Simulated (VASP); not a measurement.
# ZrB2 (P6/mmm) in VASP: a series of runs

Runs on ZrB2. Level: PBEsol. Tasks: single point, relaxation of cell and atoms.

Everything below comes from runs of VASP 6.6.1. Logs are shortened: lines on timing, memory, paths and dates and some standing lists are left out, and cuts for length are marked.

## (1) The cell of the first run

The structure is hexagonal, space group P6/mmm (No. 191). Conventional cell: a = 3.155 Å, b = 3.155 Å, c = 3.507 Å, α = 90.00°, β = 90.00°, γ = 120.00°. Within 3.3 Å of Zr (site symmetry 6/mmm) lie 12 B at 2.53 Å and 6 Zr at 3.15 Å. Within 2.4 Å of B (site symmetry -6m2) lie 3 B at 1.82 Å.

## (2) Single point, PBEsol

Contents of INCAR:

```
ALGO = Normal ; EDIFF = 1E-7
ENCUT = 520 ; GGA = PS
ISIF = 2 ; ISMEAR = 0
LASPH = True ; LCHARG = False
LREAL = False ; LWAVE = False
NBANDS = 16 ; NELM = 100
PREC = Accurate ; SIGMA = 0.15
```

Contents of KPOINTS:

```
k-points
0
Gamma
  18 18 12
```

Contents of POSCAR:

```
ZrB2
1.0
    3.1548382285      0.0000000000      0.0000000000
   -1.5774191143      2.7321700507      0.0000000000
    0.0000000000      0.0000000000      3.5067416443
Zr B
1 2
Direct
    0.0000000000      0.0000000000      0.0000000000
    0.3333333333      0.6666666667      0.5000000000
    0.6666666667      0.3333333333      0.5000000000
```

Potentials or basis: VASP PAW PBE potentials, release 64 (Zr_sv, B).

Started as:

```console
cat potpaw_PBE.64/Zr_sv/POTCAR potpaw_PBE.64/B/POTCAR > POTCAR
mpirun -np 1 vasp_std > vasp.out
```

OUTCAR:

```text
EDIFF = 1E-7
   ENCUT = 520
   GGA = PS
   ISIF = 2
   ISMEAR = 0
   LASPH = True
   LREAL = False
   NELM = 100
   PREC = Accurate

 ion  position               nearest neighbor table
   1  0.000  0.000  0.000-   2 2.53   3 2.53   2 2.53   3 2.53   3 2.53   3 2.53   2 2.53   2 2.53
                             3 2.53   3 2.53   2 2.53   2 2.53
   2  0.333  0.667  0.500-   3 1.82   3 1.82   3 1.82   1 2.53   1 2.53   1 2.53   1 2.53   1 2.53
                             1 2.53
   3  0.667  0.333  0.500-   2 1.82   2 1.82   2 1.82   1 2.53   1 2.53   1 2.53   1 2.53   1 2.53
                             1 2.53

  LATTYP: Found a hexagonal cell.
 ALAT       =     3.1548382285
 C/A-ratio  =     1.1115440445

  Lattice vectors:

 A1 = (   3.1548382285,   0.0000000000,   0.0000000000)
 A2 = (  -1.5774191143,   2.7321700507,   0.0000000000)
 A3 = (   0.0000000000,   0.0000000000,   3.5067416443)

Analysis of symmetry for initial positions (statically):
=====================================================================
 Subroutine PRICEL returns:
 Original cell was already a primitive cell.

 Routine SETGRP: Setting up the symmetry group for a
 hexagonal supercell.

 Subroutine GETGRP returns: Found 24 space group operations
 (whereof 24 operations were pure point group operations)
 out of a pool of 24 trial point group operations.

The static configuration has the point symmetry D_6h.

Analysis of symmetry for dynamics (positions and initial velocities):
=====================================================================
 Subroutine PRICEL returns:
 Original cell was already a primitive cell.

 Routine SETGRP: Setting up the symmetry group for a
 hexagonal supercell.

 Subroutine GETGRP returns: Found 24 space group operations
 (whereof 24 operations were pure point group operations)
 out of a pool of 24 trial point group operations.

The dynamic configuration has the point symmetry D_6h.

 Subroutine INISYM returns: Found 24 space group operations
 (whereof 24 operations are pure point group operations),
 and found     1 'primitive' translations

----------------------------------------------------------------------------------------

                                     Primitive cell

  volume of cell :      30.2266

  direct lattice vectors                    reciprocal lattice vectors
     3.154838229  0.000000000  0.000000000     0.316973463  0.183004714  0.000000000
    -1.577419114  2.732170051  0.000000000     0.000000000  0.366009429  0.000000000
     0.000000000  0.000000000  3.506741644     0.000000000  0.000000000  0.285165005

  length of vectors
     3.154838229  3.154838229  3.506741644     0.366009429  0.366009429  0.285165005

  position of ions in fractional coordinates (direct lattice)
     0.000000000  0.000000000  0.000000000
     0.333333333  0.666666667  0.500000000
     0.666666667  0.333333333  0.500000000

  ion indices of the primitive-cell ions
   primitive index   ion index
                 1           1
                 2           2
                 3           3

----------------------------------------------------------------------------------------

 KPOINTS: k-points

Automatic generation of k-mesh.
 Grid dimensions read from file:
 generate k-points for:   18   18   12

 Generating k-lattice:

  Cartesian coordinates                     Fractional coordinates (reciprocal lattice)
     0.017609637  0.010166929  0.000000000     0.055555556  0.000000000  0.000000000
     0.000000000  0.020333857  0.000000000     0.000000000  0.055555556  0.000000000
     0.000000000  0.000000000  0.023763750     0.000000000  0.000000000  0.083333333

  Length of vectors
     0.020333857  0.020333857  0.023763750

  Shift w.r.t. Gamma in fractional coordinates (k-lattice)
     0.000000000  0.000000000  0.000000000

 Subroutine IBZKPT returns following result:
 ===========================================

 Found    259 irreducible k-points:

 Following reciprocal coordinates:
            Coordinates               Weight
  0.000000  0.000000  0.000000      1.000000
  0.055556  0.000000  0.000000      6.000000
  0.111111  0.000000  0.000000      6.000000
  0.166667  0.000000  0.000000      6.000000
  0.222222  0.000000  0.000000      6.000000
  0.277778  0.000000  0.000000      6.000000
[... 16 lines left out ...]
  0.333333  0.111111  0.000000     12.000000
  0.388889  0.111111  0.000000     12.000000
 [... further k-points ...]
   k-points           NKPTS =    259   k-points in BZ     NKDIM =    259   number of bands    NBANDS=     16
   number of dos      NEDOS =    301   number of ions     NIONS =      3
   total plane-waves  NPLWV =  16128
   dimension x,y,z NGX =    24 NGY =   24 NGZ =   28
   dimension x,y,z NGXF=    48 NGYF=   48 NGZF=   56
   ions per type =               1   2
   NGX,Y,Z   is equivalent  to a cutoff of  12.65, 12.65, 13.27 a.u.
   NGXF,Y,Z  is equivalent  to a cutoff of  25.29, 25.29, 26.55 a.u.
 SYSTEM =  unknown system
   PREC   = accura    normal or accurate (medium, high low for compatibility)
   ISTART =      0    job   : 0-new  1-cont  2-samecut
   ICHARG =      2    charge: 1-file 2-atom 10-const
   ISPIN  =      1    spin polarized calculation?
   LNONCOLLINEAR =      F non collinear calculations
   LSORBIT =      F    spin-orbit coupling
   LASPH  =      T    aspherical Exc in radial PAW
   ENCUT  =  520.0 eV  38.22 Ry    6.18 a.u.   5.87  5.87  6.52*2*pi/ulx,y,z
   NELM   =    100;   NELMIN=  2; NELMDL= -5     # of ELM steps
   EDIFF  = 0.1E-06   stopping-criterion for ELM
   LREAL  =      F    real-space projection
   EDIFFG = 0.1E-05   stopping-criterion for IOM
   NSW    =      0    number of steps for IOM
   IBRION =     -1    ionic relax: 0-MD 1-quasi-New 2-CG
   NFREE  =      0    steps in history (QN), initial steepest desc. (CG)
   ISIF   =      2    stress and relaxation
   ISYM   =      2    0-nonsym 1-usesym 2-fastsym
   POTIM  = 0.5000    time-step for ionic-motion
   TEBEG  =    0.0;   TEEND  =   0.0 temperature during run
   PSTRESS=    0.0 pullay stress
   NELECT =      18.0000    total number of electrons
   NUPDOWN=      -1.0000    fix difference up-down
   EMIN   =  10.00;   EMAX   =-10.00  energy-range for DOS
   EFERMI =   0.00;   METHOD = LEGACY
   ISMEAR =     0;   SIGMA  =   0.15  broadening in eV -4-tet -1-fermi 0-gaus
   EFERMI_NEDOS =   21; number of points for ismear=-14 and -15
   IALGO  =     38    algorithm
   IMIX   =      4    mixing-type and parameters
     AMIX     =   0.40;   BMIX     =  1.00
     AMIX_MAG =   1.60;   BMIX_MAG =  1.00
  volume/ion in A,a.u.               =      10.08        67.99
  Fermi-wavevector in a.u.,A,eV,Ry     =   1.377324  2.602765 25.810545  1.897022
  Thomas-Fermi vector in A             =   2.502488
   LORBIT       =      0    0 simple, 1 ext, 2 COOP (PROOUT), +10 PAW based schemes
   GGA     = PS    functional components
   LHFCALC =     F    Hartree Fock is set to
   AEXX    =    0.0000 exact exchange contribution
   IVDW    =     0    specifies the selected vdW correction
   LEPSILON=     F    determine dielectric tensor
   LRPA    =     F    only Hartree local field effects (RPA)
 non-spin polarized calculation
 Gauss-broadening in eV      SIGMA  =   0.15
  energy-cutoff  :      520.00
  volume of cell :       30.23
 maximum number of plane-waves:       832
 NGX is ok and might be reduce to    24
   NGX = 11   NGY = 11   NGZ = 13

 number of electron      18.0000000 magnetization

 Free energy of the ion-electron system (eV)
  ---------------------------------------------------
  ext. energy  EPLUGINS =         0.00000000
  ---------------------------------------------------
  free energy    TOTEN  =       -26.40387402 eV

  energy without entropy =      -26.40120991  energy(sigma->0) =      -26.40254197

 E-fermi :  10.6500     XC(G=0): -12.6183

 val. band max:       10.5772776286   @ k =   0.1111   0.0000   0.4167
 cond. band min:      10.6573866356   @ k =   0.2222   0.2222   0.0833
 fundamental gap:      0.0801090070
 Fermi energy:        10.6499860800

 k-point     1 :       0.0000    0.0000    0.0000
  band No.  band energies     occupation
      1     -37.8264      2.00000
      2     -16.0624      2.00000
      3     -15.4764      2.00000
      4     -15.4764      2.00000
      5      -2.1567      2.00000
      6       7.9420      2.00000
[... 8 lines left out ...]
     15      15.8067      0.00000
     16      15.8067      0.00000

 k-point     2 :       0.0556    0.0000    0.0000
  band No.  band energies     occupation
      1     -37.8227      2.00000
      2     -16.0569      2.00000
      3     -15.5091      2.00000
      4     -15.4834      2.00000
      5      -2.0932      2.00000
      6       7.7551      2.00000
[... 8 lines left out ...]
     15      16.1667      0.00000
     16      16.3171      0.00000

 k-point     3 :       0.1111    0.0000    0.0000
  band No.  band energies     occupation
      1     -37.8119      2.00000
      2     -16.0409      2.00000
      3     -15.6023      2.00000
      4     -15.5036      2.00000
      5      -1.9065      2.00000
      6       7.2596      2.00000
[... 8 lines left out ...]
     15      16.6296      0.00000
     16      17.2441      0.00000

 k-point     4 :       0.1667    0.0000    0.0000
  band No.  band energies     occupation
      1     -37.7953      2.00000
      2     -16.0163      2.00000
      3     -15.7422      2.00000
      4     -15.5344      2.00000
      5      -1.6065      2.00000
      6       6.5808      2.00000
[... 8 lines left out ...]
     15      17.5110      0.00000
     16      17.6593      0.00000
[... 324 lines left out ...]
 k-point    22 :       0.2778    0.1111    0.0000
  band No.  band energies     occupation
      1     -37.7270      2.00000
      2     -16.2356      2.00000
      3     -15.9143      2.00000
      4     -15.7100      2.00000
      5      -0.0027      2.00000
      6       4.2795      2.00000
[... 8 lines left out ...]
     15      18.7020      0.00000
     16      20.4696      0.00000

 k-point    23 :       0.3333    0.1111    0.0000
  band No.  band energies     occupation
      1     -37.7111      2.00000
      2     -16.3447      2.00000
      3     -15.8906      2.00000
      4     -15.7489      2.00000
      5       0.6122      2.00000
      6       3.5303      2.00000
[... 8 lines left out ...]
     15      19.6148      0.00000
     16      20.1731      0.00000

 k-point    24 :       0.3889    0.1111    0.0000
  band No.  band energies     occupation
      1     -37.7007      2.00000
      2     -16.4149      2.00000
      3     -15.8750      2.00000
      4     -15.7741      2.00000
      5       1.2689      2.00000
      6       2.7895      2.00000
[... 8 lines left out ...]
     15      19.5392      0.00000
     16      20.3602      0.00000

 [... further k-points ...]
[... 5 lines left out ...]
  --------------------------------------------------------------------------------------
  -------------------------------------------------------------------------------------
  Total        0.0642791      0.0642791      0.0603595     -0.0000000      0.0000000      0.0000000
  in kB        3.4071567      3.4071567      3.1993930     -0.0000000      0.0000000      0.0000000
  external PRESSURE =       3.3379021 kB  Pullay stress =       0.0000000 kB

 VOLUME and BASIS-vectors are now :
 -----------------------------------------------------------------------------
  energy-cutoff  :      520.00
  volume of cell :       30.23
      direct lattice vectors                 reciprocal lattice vectors
     3.154838229  0.000000000  0.000000000     0.316973463  0.183004714  0.000000000
    -1.577419114  2.732170051  0.000000000     0.000000000  0.366009429  0.000000000
     0.000000000  0.000000000  3.506741644     0.000000000  0.000000000  0.285165005

 POSITION                                       TOTAL-FORCE (eV/Angst)
 -----------------------------------------------------------------------------------
      0.00000      0.00000      0.00000        -0.000000      0.000000      0.000000
     -0.00000      1.82145      1.75337         0.000000      0.000000      0.000000
      1.57742      0.91072      1.75337        -0.000000     -0.000000      0.000000
 -----------------------------------------------------------------------------------
    total drift:                               -0.000000      0.000000      0.000000

  FREE ENERGIE OF THE ION-ELECTRON SYSTEM (eV)
  ---------------------------------------------------
  free  energy   TOTEN  =       -26.4038740160 eV

  energy  without entropy=      -26.4012099141  energy(sigma->0) =      -26.40254197
```

Wall time 61 s (1 thread of AMD EPYC 9R45 (Zen 5), shared host); peak memory 0.21 GiB.

What came out:

```yaml
Free_energy: -26.4039 eV
Pressure: 0.3 GPa
Band_gap_on_the_k_mesh: zero (band 9 reaches 11.36 eV, above the bottom of band 10 at 10.11 eV)
```

Caveat: the PAW data sets were made with another functional, which shifts forces and pressure a little.

[end of part 1 of 2]
